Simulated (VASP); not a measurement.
# VSbS (P-6m2) in VASP: a series of runs

The runs below take VSbS through single point, relaxation of cell and atoms, with PBE.

All numbers are computed with VASP 6.6.1; they aren't measurements. Logs are shortened: lines on timing, memory, paths and dates and some standing lists are left out, and cuts for length are marked.

### Step 1. The cell of the first run

The structure is hexagonal, space group P-6m2 (No. 187). The conventional cell has a = 4.195 Å, b = 4.195 Å, c = 3.513 Å, α = 90.00°, β = 90.00°, γ = 120.00°. V (site symmetry -6m2) has 3 S at 2.42 Å and 6 Sb at 2.99 Å within 3.2 Å. Within 3.9 Å of Sb (site symmetry -6m2) lie 6 V at 2.99 Å and 6 S at 2.99 Å and 2 Sb at 3.51 Å. Within 3.2 Å of S (site symmetry -6m2) lie 3 V at 2.42 Å and 6 Sb at 2.99 Å.

The cell was built from a structure type or drawn by symmetry, and may not be a known phase.

### Step 2. Single point, PBE, collinear spin, ferromagnetic start

The input, INCAR:

```
PREC     = Accurate       # precision mode
ENCUT    = 520            # plane-wave cutoff, eV
EDIFF    = 1E-6           # SCF threshold, eV
ISMEAR   = 0              # smearing method
SIGMA    = 0.1            # smearing width, eV
LREAL    = False          # projectors in reciprocal space
LASPH    = True           # aspherical terms in the spheres
NELM     = 150            # most SCF steps
ALGO     = Normal         # electronic algorithm
ISIF     = 2              # what is computed and relaxed
LWAVE    = False          # write WAVECAR
LCHARG   = False          # write CHGCAR
ISPIN    = 2              # spin polarisation
MAGMOM   = 0.43 0 0       # initial moments
LORBIT   = 11             # projections on sites
LMAXMIX  = 4              # l up to which the mixer works
GGA      = PE             # functional
NBANDS   = 23             # bands
```

The input, KPOINTS:

```
Automatic mesh
0
Gamma
  6 6 6
```

The input, POSCAR:

```
VSbS
1.0
    4.1950106338      0.0000000000      0.0000000000
   -2.0975053169      3.6329857780      0.0000000000
    0.0000000000      0.0000000000      3.5126210405
V Sb S
1 1 1
Direct
    0.6666666667      0.3333333333      0.5000000000
    0.3333333333      0.6666666667      0.0000000000
    0.0000000000      0.0000000000      0.5000000000
```

Potentials or basis: VASP PAW PBE potentials, release 64 (V_sv, Sb, S).

On the command line:

```console
$ cat potpaw_PBE.64/V_sv/POTCAR potpaw_PBE.64/Sb/POTCAR potpaw_PBE.64/S/POTCAR > POTCAR
$ mpirun -np 1 vasp_std > vasp.out
```

OUTCAR:

```text
PREC = Accurate
   ENCUT = 520
   EDIFF = 1E-6
   ISMEAR = 0
   LREAL = False
   LASPH = True
   NELM = 150
   ISIF = 2
   ISPIN = 2
   LORBIT = 11
   GGA = PE

 ion  position               nearest neighbor table
   1  0.667  0.333  0.500-   3 2.42   3 2.42   3 2.42   2 2.99   2 2.99   2 2.99   2 2.99   2 2.99
                             2 2.99
   2  0.333  0.667  0.000-   1 2.99   1 2.99   3 2.99   3 2.99   1 2.99   1 2.99   3 2.99   3 2.99
                             3 2.99   3 2.99   1 2.99   1 2.99
   3  0.000  0.000  0.500-   1 2.42   1 2.42   1 2.42   2 2.99   2 2.99   2 2.99   2 2.99   2 2.99
                             2 2.99

  LATTYP: Found a hexagonal cell.
 ALAT       =     4.1950106338
 C/A-ratio  =     0.8373330480

  Lattice vectors:

 A1 = (   4.1950106338,   0.0000000000,   0.0000000000)
 A2 = (  -2.0975053169,   3.6329857780,   0.0000000000)
 A3 = (   0.0000000000,   0.0000000000,   3.5126210405)

Analysis of symmetry for initial positions (statically):
=====================================================================
 Subroutine PRICEL returns:
 Original cell was already a primitive cell.

 Routine SETGRP: Setting up the symmetry group for a
 hexagonal supercell.

 Subroutine GETGRP returns: Found 12 space group operations
 (whereof 12 operations were pure point group operations)
 out of a pool of 24 trial point group operations.

The static configuration has the point symmetry D_3h.

Analysis of symmetry for dynamics (positions and initial velocities):
=====================================================================
 Subroutine PRICEL returns:
 Original cell was already a primitive cell.

 Routine SETGRP: Setting up the symmetry group for a
 hexagonal supercell.

 Subroutine GETGRP returns: Found 12 space group operations
 (whereof 12 operations were pure point group operations)
 out of a pool of 24 trial point group operations.

The dynamic configuration has the point symmetry D_3h.

Analysis of structural, dynamic, and magnetic symmetry:
=====================================================================
 Subroutine PRICEL returns:
 Original cell was already a primitive cell.

 Routine SETGRP: Setting up the symmetry group for a
 hexagonal supercell.

 Subroutine GETGRP returns: Found 12 space group operations
 (whereof 12 operations were pure point group operations)
 out of a pool of 24 trial point group operations.

The overall configuration has the point symmetry D_3h.

 Subroutine INISYM returns: Found 12 space group operations
 (whereof 12 operations are pure point group operations),
 and found     1 'primitive' translations

----------------------------------------------------------------------------------------

                                     Primitive cell

  volume of cell :      53.5338

  direct lattice vectors                    reciprocal lattice vectors
     4.195010634  0.000000000  0.000000000     0.238378418  0.137627844  0.000000000
    -2.097505317  3.632985778  0.000000000     0.000000000  0.275255688  0.000000000
     0.000000000  0.000000000  3.512621041     0.000000000  0.000000000  0.284687699

  length of vectors
     4.195010634  4.195010634  3.512621041     0.275255688  0.275255688  0.284687699

  position of ions in fractional coordinates (direct lattice)
     0.666666667  0.333333333  0.500000000
     0.333333333  0.666666667  0.000000000
     0.000000000  0.000000000  0.500000000

  ion indices of the primitive-cell ions
   primitive index   ion index
                 1           1
                 2           2
                 3           3

----------------------------------------------------------------------------------------

 KPOINTS: Automatic mesh

Automatic generation of k-mesh.
 Grid dimensions read from file:
 generate k-points for:    6    6    6

 Generating k-lattice:

  Cartesian coordinates                     Fractional coordinates (reciprocal lattice)
     0.039729736  0.022937974  0.000000000     0.166666667 -0.000000000  0.000000000
     0.000000000  0.045875948  0.000000000     0.000000000  0.166666667  0.000000000
     0.000000000  0.000000000  0.047447950     0.000000000  0.000000000  0.166666667

  Length of vectors
     0.045875948  0.045875948  0.047447950

  Shift w.r.t. Gamma in fractional coordinates (k-lattice)
     0.000000000  0.000000000  0.000000000

 Subroutine IBZKPT returns following result:
 ===========================================

 Found     28 irreducible k-points:

 Following reciprocal coordinates:
            Coordinates               Weight
  0.000000  0.000000  0.000000      1.000000
  0.166667  0.000000  0.000000      6.000000
  0.333333  0.000000  0.000000      6.000000
  0.500000  0.000000  0.000000      3.000000
  0.166667  0.166667  0.000000      6.000000
  0.333333  0.166667  0.000000     12.000000
[... 16 lines left out ...]
  0.166667  0.000000  0.500000      6.000000
  0.333333  0.000000  0.500000      6.000000
 [... further k-points ...]
   k-points           NKPTS =     28   k-points in BZ     NKDIM =     28   number of bands    NBANDS=     23
   number of dos      NEDOS =    301   number of ions     NIONS =      3
   total plane-waves  NPLWV =  28672
   dimension x,y,z NGX =    32 NGY =   32 NGZ =   28
   dimension x,y,z NGXF=    64 NGYF=   64 NGZF=   56
   ions per type =               1   1   1
   NGX,Y,Z   is equivalent  to a cutoff of  12.68, 12.68, 13.25 a.u.
   NGXF,Y,Z  is equivalent  to a cutoff of  25.36, 25.36, 26.50 a.u.
 SYSTEM =  unknown system
   PREC   = accura    normal or accurate (medium, high low for compatibility)
   ISTART =      0    job   : 0-new  1-cont  2-samecut
   ICHARG =      2    charge: 1-file 2-atom 10-const
   ISPIN  =      2    spin polarized calculation?
   LNONCOLLINEAR =      F non collinear calculations
   LSORBIT =      F    spin-orbit coupling
   LASPH  =      T    aspherical Exc in radial PAW
   ENCUT  =  520.0 eV  38.22 Ry    6.18 a.u.   7.80  7.80  6.53*2*pi/ulx,y,z
   NELM   =    150;   NELMIN=  2; NELMDL= -5     # of ELM steps
   EDIFF  = 0.1E-05   stopping-criterion for ELM
   LREAL  =      F    real-space projection
   EDIFFG = 0.1E-04   stopping-criterion for IOM
   NSW    =      0    number of steps for IOM
   IBRION =     -1    ionic relax: 0-MD 1-quasi-New 2-CG
   NFREE  =      0    steps in history (QN), initial steepest desc. (CG)
   ISIF   =      2    stress and relaxation
   ISYM   =      2    0-nonsym 1-usesym 2-fastsym
   POTIM  = 0.5000    time-step for ionic-motion
   TEBEG  =    0.0;   TEEND  =   0.0 temperature during run
   PSTRESS=    0.0 pullay stress
   NELECT =      24.0000    total number of electrons
   NUPDOWN=      -1.0000    fix difference up-down
   EMIN   =  10.00;   EMAX   =-10.00  energy-range for DOS
   EFERMI =   0.00;   METHOD = LEGACY
   ISMEAR =     0;   SIGMA  =   0.10  broadening in eV -4-tet -1-fermi 0-gaus
   EFERMI_NEDOS =   21; number of points for ismear=-14 and -15
   IALGO  =     38    algorithm
   IMIX   =      4    mixing-type and parameters
     AMIX     =   0.40;   BMIX     =  1.00
     AMIX_MAG =   1.60;   BMIX_MAG =  1.00
  volume/ion in A,a.u.               =      17.84       120.42
  Fermi-wavevector in a.u.,A,eV,Ry     =   1.252956  2.367744 21.359776  1.569899
  Thomas-Fermi vector in A             =   2.386832
   LORBIT       =     11    0 simple, 1 ext, 2 COOP (PROOUT), +10 PAW based schemes
   GGA     = PE    functional components
   LHFCALC =     F    Hartree Fock is set to
   AEXX    =    0.0000 exact exchange contribution
   IVDW    =     0    specifies the selected vdW correction
   LEPSILON=     F    determine dielectric tensor
   LRPA    =     F    only Hartree local field effects (RPA)
 spin polarized calculation
 Gauss-broadening in eV      SIGMA  =   0.10
  energy-cutoff  :      520.00
  volume of cell :       53.53
 maximum number of plane-waves:      1458
 NGX is ok and might be reduce to    32
   NGX = 15   NGY = 15   NGZ = 13

 number of electron      23.9999999 magnetization      -0.0001190

 number of electron      23.9999999 magnetization       0.0007185

 Free energy of the ion-electron system (eV)
  ---------------------------------------------------
  ext. energy  EPLUGINS =         0.00000000
  ---------------------------------------------------
  free energy    TOTEN  =       -17.54033491 eV

  energy without entropy =      -17.52766158  energy(sigma->0) =      -17.53399824

 E-fermi :   9.4882     XC(G=0): -11.3322

 val. band max:        9.4755784172   @ k =   0.5000   0.0000   0.0000
 cond. band min:       9.5039091207   @ k =   0.3333   0.0000   0.0000
 fundamental gap:      0.0283307035
 Fermi energy:         9.4882059857

 spin component 1

 k-point     1 :       0.0000    0.0000    0.0000
  band No.  band energies     occupation
      1     -55.1445      1.00000
      2     -29.0260      1.00000
      3     -29.0260      1.00000
      4     -28.9351      1.00000
      5      -5.6741      1.00000
      6       1.3385      1.00000
[... 15 lines left out ...]
     22      19.2655      0.00000
     23      19.2655      0.00000

 k-point     2 :       0.1667    0.0000    0.0000
  band No.  band energies     occupation
      1     -55.1445      1.00000
      2     -29.0286      1.00000
      3     -29.0266      1.00000
      4     -28.9349      1.00000
      5      -5.4625      1.00000
      6       0.5730      1.00000
[... 15 lines left out ...]
     22      19.3328      0.00000
     23      20.0060      0.00000
[... 544 lines left out ...]
     22      18.7715      0.00000
     23      20.1665      0.00000

 k-point    24 :       0.3333    0.0000    0.5000
  band No.  band energies     occupation
      1     -55.1426      1.00000
      2     -29.0304      1.00000
      3     -29.0248      1.00000
      4     -28.9625      1.00000
      5      -4.0756      1.00000
      6       0.1043      1.00000
[... 15 lines left out ...]
     22      21.5500      0.00000
     23      22.0228      0.00000

 [... further k-points ...]

 spin component 2

 k-point     1 :       0.0000    0.0000    0.0000
  band No.  band energies     occupation
      1     -55.1438      1.00000
      2     -29.0253      1.00000
      3     -29.0253      1.00000
      4     -28.9343      1.00000
      5      -5.6742      1.00000
      6       1.3384      1.00000
[... 15 lines left out ...]
     22      19.2655      0.00000
     23      19.2655      0.00000

 k-point     2 :       0.1667    0.0000    0.0000
  band No.  band energies     occupation
      1     -55.1437      1.00000
      2     -29.0278      1.00000
      3     -29.0259      1.00000
      4     -28.9341      1.00000
      5      -5.4625      1.00000
      6       0.5729      1.00000
[... 15 lines left out ...]
     22      19.3328      0.00000
     23      20.0061      0.00000
[... 544 lines left out ...]
     22      18.7717      0.00000
     23      20.1668      0.00000

 k-point    24 :       0.3333    0.0000    0.5000
  band No.  band energies     occupation
      1     -55.1418      1.00000
      2     -29.0297      1.00000
      3     -29.0241      1.00000
      4     -28.9616      1.00000
      5      -4.0757      1.00000
      6       0.1043      1.00000
[... 15 lines left out ...]
     22      21.5500      0.00000
     23      22.0229      0.00000

 [... further k-points ...]

------------------------ aborting loop because EDIFF is reached ----------------------------------------

  FORCE on cell =-STRESS in cart. coord.  units (eV):
  Direction    XX          YY          ZZ          XY          YZ          ZX
  --------------------------------------------------------------------------------------
  -------------------------------------------------------------------------------------
  Total       -0.1107081     -0.1107081     -0.0673643      0.0000000      0.0000000      0.0000000
  in kB       -3.3133089     -3.3133089     -2.0161002      0.0000000      0.0000000      0.0000000
  external PRESSURE =      -2.8809060 kB  Pullay stress =       0.0000000 kB

 VOLUME and BASIS-vectors are now :
 -----------------------------------------------------------------------------
  energy-cutoff  :      520.00
  volume of cell :       53.53
      direct lattice vectors                 reciprocal lattice vectors
     4.195010634  0.000000000  0.000000000     0.238378418  0.137627844  0.000000000
    -2.097505317  3.632985778  0.000000000     0.000000000  0.275255688  0.000000000
     0.000000000  0.000000000  3.512621041     0.000000000  0.000000000  0.284687699

 POSITION                                       TOTAL-FORCE (eV/Angst)
 -----------------------------------------------------------------------------------
      2.09751      1.21100      1.75631         0.000000     -0.000000      0.000000
     -0.00000      2.42199      0.00000         0.000000     -0.000000      0.000000
      0.00000      0.00000      1.75631        -0.000000      0.000000      0.000000
 -----------------------------------------------------------------------------------
    total drift:                               -0.000001      0.000000      0.000000

  FREE ENERGIE OF THE ION-ELECTRON SYSTEM (eV)
  ---------------------------------------------------
  free  energy   TOTEN  =       -17.5403349058 eV

  energy  without entropy=      -17.5276615792  energy(sigma->0) =      -17.53399824

 total charge

# of ion       s       p       d       tot
------------------------------------------
    1        2.213   6.150   3.052  11.415
    2        1.215   1.121   0.058   2.393
    3        1.351   2.330   0.000   3.681
--------------------------------------------------
tot          4.779   9.601   3.110  17.490

 magnetization (x)

# of ion       s       p       d       tot
------------------------------------------
    1        0.000   0.000   0.001   0.001
    2       -0.000  -0.000   0.000  -0.000
    3       -0.000  -0.000   0.000  -0.000
--------------------------------------------------
tot         -0.000  -0.000   0.001   0.001
```

Run time: 32 s. Hardware: 1 thread of Intel Xeon 6975P-C (Granite Rapids), shared host; peak memory 0.22 GiB.

What came out:

```
Free energy                                           : -17.5403 eV
Pressure                                              : -0.3 GPa
Band gap on the k mesh                                : zero (filled and empty bands overlap)
Net moment                                            : 0.00 μB per cell
Valence electrons inside the program's atomic spheres : V 11.41; Sb 2.39; S 3.68
```

Levels at points of the mesh, in eV from the Fermi level:
Spin up:
| k point | band 10 | band 11 | band 12 | band 13 | band 14 | band 15 |
| --- | --- | --- | --- | --- | --- | --- |
| (0.00, 0.00, 0.00) | -1.02 | -0.28 | -0.28 | 0.11 | 0.11 | 2.42 |
| (0.50, 0.00, 0.00) | -2.07 | -1.06 | -0.01 | 0.25 | 0.54 | 2.20 |
| (0.00, 0.00, 0.50) | -1.70 | -1.31 | -1.31 | 0.97 | 1.22 | 1.22 |
| (0.50, 0.00, 0.50) | -2.57 | -1.85 | -0.01 | 0.04 | 1.00 | 1.19 |
Spin down:
```
           k point  band 9  band 10  band 11  band 12  band 13  band 14  band 15  band 16
(0.00, 0.00, 0.00)   -3.21    -1.02    -0.28    -0.28     0.11     0.11     2.42     2.42
(0.50, 0.00, 0.00)   -2.97    -2.07    -1.06    -0.01     0.25     0.54     2.20     3.01
(0.00, 0.00, 0.50)   -2.56    -1.70    -1.31    -1.31     0.97     1.22     1.22     1.94
(0.50, 0.00, 0.50)   -4.14    -2.57    -1.85    -0.01     0.04     1.00     1.19     2.28
```

Caveat: spin-orbit coupling is left out, which moves the levels of the heavy elements. With open d or f shells a metallic result of PBE can be an artefact of self-interaction; +U or a hybrid may open a gap.

### Step 3. Relaxation of cell and atoms, PBE, collinear spin, ferromagnetic start

This run uses another cell than the first one, of 22.48 Å³/atom.

The input, INCAR:

```
SYSTEM = VSbS
ALGO = Normal
EDIFF = 1E-6
EDIFFG = -0.04
ENCUT = 600
GGA = PE
IBRION = 2
ISIF = 3
ISMEAR = 0
ISPIN = 2
LASPH = .TRUE.
LCHARG = .FALSE.
LMAXMIX = 4
LORBIT = 11
LREAL = .FALSE.
LWAVE = .FALSE.
MAGMOM = 2 0 0
NELM = 150
NSW = 90
PREC = Accurate
SIGMA = 0.1
```

The input, KPOINTS:

```
k-points
0
G
  6 6 4
  0 0 0
```

The input, POSCAR:

```
VSbS
1.0
    4.4727578200      0.0000000000      0.0000000000
   -2.2363789100      3.8735218900      0.0000000000
    0.0000000000      0.0000000000      3.8933267600
V Sb S
1 1 1
Direct
    0.6666666700      0.3333333300      0.5000000000
    0.3333333300      0.6666666700      0.0000000000
    0.0000000000      0.0000000000      0.5000000000
```

Potentials or basis: VASP PAW PBE potentials, release 64 (V_sv, Sb, S).

On the command line:

```console
$ cat potpaw_PBE.64/V_sv/POTCAR potpaw_PBE.64/Sb/POTCAR potpaw_PBE.64/S/POTCAR > POTCAR
$ mpirun -np 1 vasp_std > vasp.out
```

Run time: 3.2 min. Hardware: 1 thread of Intel Xeon 6975P-C (Granite Rapids), shared host; peak memory 0.27 GiB.

It converged, with:

| Item | Value |
| --- | --- |
| Free energy | -17.5316 eV |
| Relaxed volume | 17.73 Å³/atom |
| Relaxed cell | a = 4.197 Å, b = 4.197 Å, c = 3.486 Å, α = 90.00°, β = 90.00°, γ = 120.00° |
| Space group after relaxing (to 0.1 Å) | P-6m2 (No. 187) |
| Energy gained by relaxing | 252.8 meV/atom |
| Ionic steps | 10 |
| Pressure after relaxing | 0.0 GPa |
| Band gap on the k mesh | zero (filled and empty bands overlap) |
| Net moment | 0.00 μB per cell |
| Valence electrons inside the program's atomic spheres | V 11.42; Sb 2.39; S 3.68 |

Stress tensor (GPa, compression positive):
```
 0.02  0.00  0.00
 0.00  0.02  0.00
 0.00  0.00 -0.15
```

The path:
```csv
step,energy change (eV),largest force (eV/Å),pressure (GPa),volume (Å³)
1,0.0000,0.0000,-14.31,67.45
2,-0.5506,0.0000,12.14,49.66
3,-0.7275,0.0000,-0.36,54.54
4,-0.7272,0.0000,0.16,54.30
5,-0.7356,0.0000,0.21,54.03
6,-0.7552,0.0000,0.43,53.17
7,-0.7145,0.0000,2.21,51.29
8,-0.7576,0.0000,0.77,52.85
9,-0.7540,0.0000,-1.64,53.94
10,-0.7584,0.0000,-0.04,53.19
```

Final structure:
```
V Sb S
1.0
     4.19746    0.00000    0.00000
    -2.09873    3.63511    0.00000
     0.00000    0.00000    3.48578
V Sb S
1 1 1
Direct
  0.66667 0.33333 0.50000
  0.33333 0.66667 0.00000
  0.00000 0.00000 0.50000
```

Levels at points of the mesh, in eV from the Fermi level:
Spin up:
```csv
k point,band 9,band 10,band 11,band 12,band 13,band 14,band 15,band 16
"(0.00, 0.00, 0.00)",-3.17,-1.07,-0.36,-0.36,0.12,0.12,2.41,2.41
"(0.50, 0.00, 0.00)",-2.95,-2.07,-1.09,0.00,0.27,0.55,2.19,3.05
"(0.00, 0.00, 0.50)",-2.66,-1.75,-1.35,-1.35,1.01,1.18,1.18,1.91
"(0.50, 0.00, 0.50)",-4.18,-2.62,-1.90,-0.04,0.02,1.00,1.22,2.25
```
Spin down:
```csv
k point,band 10,band 11,band 12,band 13,band 14,band 15
"(0.00, 0.00, 0.00)",-1.07,-0.36,-0.36,0.12,0.12,2.40
"(0.50, 0.00, 0.00)",-2.07,-1.09,0.00,0.27,0.55,2.19
"(0.00, 0.00, 0.50)",-1.75,-1.35,-1.35,1.01,1.18,1.18
"(0.50, 0.00, 0.50)",-2.62,-1.90,-0.04,0.02,1.00,1.22
```

Caveat: the k points lie up to 0.45 Å⁻¹ apart in the final cell; the volume moved by over 15 % at a fixed basis, so the end points are rough; spin-orbit coupling is left out, which moves the levels of the heavy elements.

[end of part 1 of 2]
